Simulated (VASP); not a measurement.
# Ti6C in VASP: further runs

Ti6C is run at these levels: PBE; tasks: single point.

All numbers are computed with VASP 6.6.1; they aren't measurements. Logs are shortened: lines on timing, memory, paths and dates and some standing lists are left out, and cuts for length are marked.

## (1) The cell of the first run

The cell holds a slab with vacuum, 7 atoms: a = 4.604 Å, b = 4.604 Å, c = 19.997 Å, α = 90.00°, β = 90.00°, γ = 120.00°.

## (2) Single point, PBE

The input, INCAR:

```
  PREC = Accurate
  ENCUT = 520
  EDIFF = 1E-7
  ISMEAR = 0
  SIGMA = 0.1
  LREAL = False
  LASPH = True
  NELM = 100
  ALGO = Normal
  ISIF = 2
  LWAVE = False
  LCHARG = False
  LDIPOL = True
  IDIPOL = 3
  DIPOL = 0.5 0.5 0.333
  GGA = PE
  NBANDS = 47
```

The input, KPOINTS:

```
Automatic mesh
0
Gamma
  6 6 1
```

The input, POSCAR:

```
Ti6C
1.0
    4.6037402166      0.0000000000      0.0000000000
   -2.3018701083      3.9869559800      0.0000000000
    0.0000000000      0.0000000000     19.9968207969
Ti C
6 1
Direct
    0.6666666666      0.3333333333      0.2000317971
    0.3333333333      0.6666666667      0.2470259940
    0.0000000000      0.0000000000      0.2940201911
    0.6666666666      0.3333333333      0.3353091166
    0.3333333333      0.6666666667      0.3717707096
    0.0000000000      0.0000000000      0.4249085834
    0.2222222222      0.4444444444      0.4547655460
```

Potentials or basis: VASP PAW PBE potentials, release 64 (Ti_sv, C).

Run with:

```console
> cat potpaw_PBE.64/Ti_sv/POTCAR potpaw_PBE.64/C/POTCAR > POTCAR
> mpirun -np 1 vasp_std > vasp.out
```

OUTCAR:

```text
PREC = Accurate
   ENCUT = 520
   EDIFF = 1E-7
   ISMEAR = 0
   LREAL = False
   LASPH = True
   NELM = 100
   ISIF = 2
   GGA = PE

 ion  position               nearest neighbor table
   1  0.667  0.333  0.200-   4 2.71   2 2.82   2 2.82   2 2.82
   2  0.333  0.667  0.247-   5 2.49   1 2.82   1 2.82   1 2.82   3 2.82   3 2.82   3 2.82
   3  0.000  0.000  0.294-   6 2.62   4 2.78   4 2.78   4 2.78   2 2.82   2 2.82   2 2.82
   4  0.667  0.333  0.335-   1 2.71   5 2.76   5 2.76   5 2.76   3 2.78   3 2.78   3 2.78
   5  0.333  0.667  0.372-   7 1.88   2 2.49   4 2.76   4 2.76   4 2.76   6 2.86   6 2.86   6 2.86

   6  0.000  0.000  0.425-   7 1.87   3 2.62   5 2.86   5 2.86   5 2.86
   7  0.222  0.444  0.455-   6 1.87   5 1.88

  LATTYP: Found a hexagonal cell.
 ALAT       =     4.6037402166
 C/A-ratio  =     4.3436032131

  Lattice vectors:

 A1 = (   4.6037402166,   0.0000000000,   0.0000000000)
 A2 = (  -2.3018701083,   3.9869559800,   0.0000000000)
 A3 = (   0.0000000000,   0.0000000000,  19.9968207969)

Analysis of symmetry for initial positions (statically):
=====================================================================
 Subroutine PRICEL returns:
 Original cell was already a primitive cell.

 Routine SETGRP: Setting up the symmetry group for a
 hexagonal supercell.

 Subroutine GETGRP returns: Found  2 space group operations
 (whereof  2 operations were pure point group operations)
 out of a pool of 24 trial point group operations.

The static configuration has the point symmetry C_1h.

Analysis of symmetry for dynamics (positions and initial velocities):
=====================================================================
 Subroutine PRICEL returns:
 Original cell was already a primitive cell.

 Routine SETGRP: Setting up the symmetry group for a
 hexagonal supercell.

 Subroutine GETGRP returns: Found  2 space group operations
 (whereof  2 operations were pure point group operations)
 out of a pool of 24 trial point group operations.

The dynamic configuration has the point symmetry C_1h.

 Subroutine INISYM returns: Found  2 space group operations
 (whereof  2 operations are pure point group operations),
 and found     1 'primitive' translations

----------------------------------------------------------------------------------------

                                     Primitive cell

  volume of cell :     367.0398

  direct lattice vectors                    reciprocal lattice vectors
     4.603740217  0.000000000  0.000000000     0.217214689  0.125408959  0.000000000
    -2.301870108  3.986955980  0.000000000     0.000000000  0.250817918  0.000000000
     0.000000000  0.000000000 19.996820797     0.000000000  0.000000000  0.050007949

  length of vectors
     4.603740217  4.603740217 19.996820797     0.250817918  0.250817918  0.050007949

  position of ions in fractional coordinates (direct lattice)
     0.666666667  0.333333333  0.200031797
     0.333333333  0.666666667  0.247025994
     0.000000000  0.000000000  0.294020191
     0.666666667  0.333333333  0.335309117
     0.333333333  0.666666667  0.371770710
     0.000000000  0.000000000  0.424908583
     0.222222222  0.444444444  0.454765546

  ion indices of the primitive-cell ions
   primitive index   ion index
                 1           1
                 2           2
                 3           3
                 4           4
                 5           5
                 6           6
                 7           7

----------------------------------------------------------------------------------------

 KPOINTS: Automatic mesh

Automatic generation of k-mesh.
 Grid dimensions read from file:
 generate k-points for:    6    6    1

 Generating k-lattice:

  Cartesian coordinates                     Fractional coordinates (reciprocal lattice)
     0.036202448  0.020901493  0.000000000     0.166666667  0.000000000  0.000000000
     0.000000000  0.041802986  0.000000000     0.000000000  0.166666667  0.000000000
     0.000000000  0.000000000  0.050007949     0.000000000  0.000000000  1.000000000

  Length of vectors
     0.041802986  0.041802986  0.050007949

  Shift w.r.t. Gamma in fractional coordinates (k-lattice)
     0.000000000  0.000000000  0.000000000

 Subroutine IBZKPT returns following result:
 ===========================================

 Found     13 irreducible k-points:

 Following reciprocal coordinates:
            Coordinates               Weight
  0.000000  0.000000  0.000000      1.000000
  0.166667  0.000000  0.000000      4.000000
  0.000000  0.166667  0.000000      2.000000
  0.333333  0.000000  0.000000      4.000000
  0.000000  0.333333  0.000000      2.000000
  0.500000  0.000000  0.000000      2.000000
  0.000000  0.500000  0.000000      1.000000
  0.166667  0.166667  0.000000      4.000000
 -0.333333  0.166667  0.000000      2.000000
  0.333333  0.166667  0.000000      4.000000
 -0.166667  0.500000  0.000000      4.000000
  0.500000  0.333333  0.000000      4.000000
  0.333333  0.333333  0.000000      2.000000
   k-points           NKPTS =     13   k-points in BZ     NKDIM =     13   number of bands    NBANDS=     47
   number of dos      NEDOS =    301   number of ions     NIONS =      7
   total plane-waves  NPLWV = 194400
   dimension x,y,z NGX =    36 NGY =   36 NGZ =  150
   dimension x,y,z NGXF=    72 NGYF=   72 NGZF=  300
   ions per type =               6   1
   NGX,Y,Z   is equivalent  to a cutoff of  13.00, 13.00, 12.47 a.u.
   NGXF,Y,Z  is equivalent  to a cutoff of  26.00, 26.00, 24.94 a.u.
 SYSTEM =  unknown system
   PREC   = accura    normal or accurate (medium, high low for compatibility)
   ISTART =      0    job   : 0-new  1-cont  2-samecut
   ICHARG =      2    charge: 1-file 2-atom 10-const
   ISPIN  =      1    spin polarized calculation?
   LNONCOLLINEAR =      F non collinear calculations
   LSORBIT =      F    spin-orbit coupling
   LASPH  =      T    aspherical Exc in radial PAW
   ENCUT  =  520.0 eV  38.22 Ry    6.18 a.u.   8.56  8.56 37.18*2*pi/ulx,y,z
   NELM   =    100;   NELMIN=  2; NELMDL= -5     # of ELM steps
   EDIFF  = 0.1E-06   stopping-criterion for ELM
   LREAL  =      F    real-space projection
   EDIFFG = 0.1E-05   stopping-criterion for IOM
   NSW    =      0    number of steps for IOM
   IBRION =     -1    ionic relax: 0-MD 1-quasi-New 2-CG
   NFREE  =      0    steps in history (QN), initial steepest desc. (CG)
   ISIF   =      2    stress and relaxation
   ISYM   =      2    0-nonsym 1-usesym 2-fastsym
   POTIM  = 0.5000    time-step for ionic-motion
   TEBEG  =    0.0;   TEEND  =   0.0 temperature during run
   PSTRESS=    0.0 pullay stress
   NELECT =      76.0000    total number of electrons
   NUPDOWN=      -1.0000    fix difference up-down
   EMIN   =  10.00;   EMAX   =-10.00  energy-range for DOS
   EFERMI =   0.00;   METHOD = LEGACY
   ISMEAR =     0;   SIGMA  =   0.10  broadening in eV -4-tet -1-fermi 0-gaus
   EFERMI_NEDOS =   21; number of points for ismear=-14 and -15
   IALGO  =     38    algorithm
   IMIX   =      4    mixing-type and parameters
     AMIX     =   0.40;   BMIX     =  1.00
     AMIX_MAG =   1.60;   BMIX_MAG =  1.00
  volume/ion in A,a.u.               =      52.43       353.84
  Fermi-wavevector in a.u.,A,eV,Ry     =   0.968519  1.830236 12.762669  0.938030
  Thomas-Fermi vector in A             =   2.098495
   LORBIT       =      0    0 simple, 1 ext, 2 COOP (PROOUT), +10 PAW based schemes
   GGA     = PE    functional components
   LHFCALC =     F    Hartree Fock is set to
   AEXX    =    0.0000 exact exchange contribution
   IVDW    =     0    specifies the selected vdW correction
   LEPSILON=     F    determine dielectric tensor
   LRPA    =     F    only Hartree local field effects (RPA)
 non-spin polarized calculation
 Gauss-broadening in eV      SIGMA  =   0.10
  energy-cutoff  :      520.00
  volume of cell :      367.04
 maximum number of plane-waves:      9981
 NGX is ok and might be reduce to    36
   NGX = 17   NGY = 17   NGZ = 75

 dipolmoment           0.000000      0.000000     -0.234189 electrons x Angstroem

 number of electron      75.9999980 magnetization

 dipolmoment           0.000000      0.000000      0.181119 electrons x Angstroem

 Free energy of the ion-electron system (eV)
  ---------------------------------------------------
  ext. energy  EPLUGINS =         0.00000000
  ---------------------------------------------------
  free energy    TOTEN  =       -49.97743842 eV

  energy without entropy =      -49.92216379  energy(sigma->0) =      -49.94980111

 E-fermi :  -0.4801     XC(G=0):  -4.4670

 val. band max:       -0.5257314222   @ k =  -0.3333   0.1667   0.0000
 cond. band min:      -0.4607104820   @ k =   0.5000   0.3333   0.0000
 fundamental gap:      0.0650209402
 Fermi energy:        -0.4800955036

 k-point     1 :       0.0000    0.0000    0.0000
  band No.  band energies     occupation
      1     -57.5553      2.00000
      2     -57.2365      2.00000
      3     -57.0432      2.00000
      4     -56.9491      2.00000
      5     -56.8437      2.00000
      6     -56.4094      2.00000
[... 39 lines left out ...]
     46       1.2918      0.00000
     47       1.3225      0.00000

 k-point     2 :       0.1667    0.0000    0.0000
  band No.  band energies     occupation
      1     -57.5545      2.00000
      2     -57.2357      2.00000
      3     -57.0381      2.00000
      4     -56.9491      2.00000
      5     -56.8491      2.00000
      6     -56.4109      2.00000
[... 39 lines left out ...]
     46       1.2582      0.00000
     47       1.3025      0.00000

 k-point     3 :       0.0000    0.1667    0.0000
  band No.  band energies     occupation
      1     -57.5545      2.00000
      2     -57.2356      2.00000
      3     -57.0381      2.00000
      4     -56.9491      2.00000
      5     -56.8491      2.00000
      6     -56.4109      2.00000
[... 39 lines left out ...]
     46       1.2465      0.00000
     47       1.3078      0.00000

 k-point     4 :       0.3333    0.0000    0.0000
  band No.  band energies     occupation
      1     -57.5531      2.00000
      2     -57.2342      2.00000
      3     -57.0272      2.00000
      4     -56.9480      2.00000
      5     -56.8615      2.00000
      6     -56.4140      2.00000
[... 389 lines left out ...]
     46       0.8699      0.00000
     47       1.2637      0.00000

 k-point    12 :       0.5000    0.3333    0.0000
  band No.  band energies     occupation
      1     -57.5524      2.00000
      2     -57.2335      2.00000
      3     -57.0217      2.00000
      4     -56.9460      2.00000
      5     -56.8691      2.00000
      6     -56.4155      2.00000
[... 39 lines left out ...]
     46       0.9701      0.00000
     47       1.2436      0.00000

 k-point    13 :       0.3333    0.3333    0.0000
  band No.  band energies     occupation
      1     -57.5520      2.00000
      2     -57.2331      2.00000
      3     -57.0191      2.00000
      4     -56.9440      2.00000
      5     -56.8737      2.00000
      6     -56.4164      2.00000
[... 39 lines left out ...]
     46       0.9009      0.00000
     47       0.9258      0.00000

------------------------ aborting loop because EDIFF is reached ----------------------------------------

 vacuum level on the upper side and lower side of the slab       (xc-potential included)         0.859        -0.880

  FORCE on cell =-STRESS in cart. coord.  units (eV):
  Direction    XX          YY          ZZ          XY          YZ          ZX
  --------------------------------------------------------------------------------------
  -------------------------------------------------------------------------------------
  Total       -1.9799272     -0.3313063      1.5035528      0.0000000      1.1588876      0.0000000
  in kB       -8.6426433     -1.4461956      6.5632064      0.0000000      5.0586975      0.0000000
  external PRESSURE =      -1.1752109 kB  Pullay stress =       0.0000000 kB

 VOLUME and BASIS-vectors are now :
 -----------------------------------------------------------------------------
  energy-cutoff  :      520.00
  volume of cell :      367.04
      direct lattice vectors                 reciprocal lattice vectors
     4.603740217  0.000000000  0.000000000     0.217214689  0.125408959  0.000000000
    -2.301870108  3.986955980  0.000000000     0.000000000  0.250817918  0.000000000
     0.000000000  0.000000000 19.996820797     0.000000000  0.000000000  0.050007949

 POSITION                                       TOTAL-FORCE (eV/Angst)
 -----------------------------------------------------------------------------------
      2.30187      1.32899      4.00000         0.000000      0.001829      0.231368
     -0.00000      2.65797      4.93973         0.000000      0.015740      0.497515
      0.00000      0.00000      5.87947         0.000000     -0.131212     -1.156001
      2.30187      1.32899      6.70512         0.000000     -0.199017     -0.481014
     -0.00000      2.65797      7.43423         0.000000     -0.027937     -0.414161
      0.00000      0.00000      8.49682         0.000000     -0.486146      1.290298
      0.00000      1.77198      9.09387        -0.000000      0.826743      0.031996
 -----------------------------------------------------------------------------------
    total drift:                                0.000001      0.000029     -0.000030

  FREE ENERGIE OF THE ION-ELECTRON SYSTEM (eV)
  ---------------------------------------------------
  free  energy   TOTEN  =       -49.9774384216 eV

  energy  without entropy=      -49.9221637921  energy(sigma->0) =      -49.94980111

 vacuum level on the upper side and lower side of the slab         4.609         2.781
```

Wall time 5.4 min (1 thread of Intel Xeon 6975P-C (Granite Rapids), shared host); peak memory 0.51 GiB.

What came out:

- Free energy: -49.9774 eV
- Largest force: 1.379 eV/Å
- Band gap on the k mesh: zero (band 38 reaches -0.36 eV, above the bottom of band 39 at -0.54 eV)

Forces on the atoms (eV/Å):
```
Ti   0.000  0.002  0.231
Ti   0.000  0.016  0.498
Ti   0.000 -0.131 -1.156
Ti   0.000 -0.199 -0.481
Ti   0.000 -0.028 -0.414
Ti   0.000 -0.486  1.290
C    0.000  0.827  0.032
```

Levels at points of the mesh, in eV from the Fermi level:
| k point | band 36 | band 37 | band 38 | band 39 | band 40 | band 41 |
| --- | --- | --- | --- | --- | --- | --- |
| (0.00, 0.00, 0.00) | -0.48 | -0.39 | -0.24 | -0.06 | -0.05 | 0.37 |
| (0.50, 0.00, 0.00) | -0.42 | -0.25 | -0.12 | 0.03 | 0.09 | 0.48 |
| (0.00, 0.50, 0.00) | -0.47 | -0.36 | -0.26 | -0.06 | 0.13 | 0.43 |

[end of part 1 of 2]
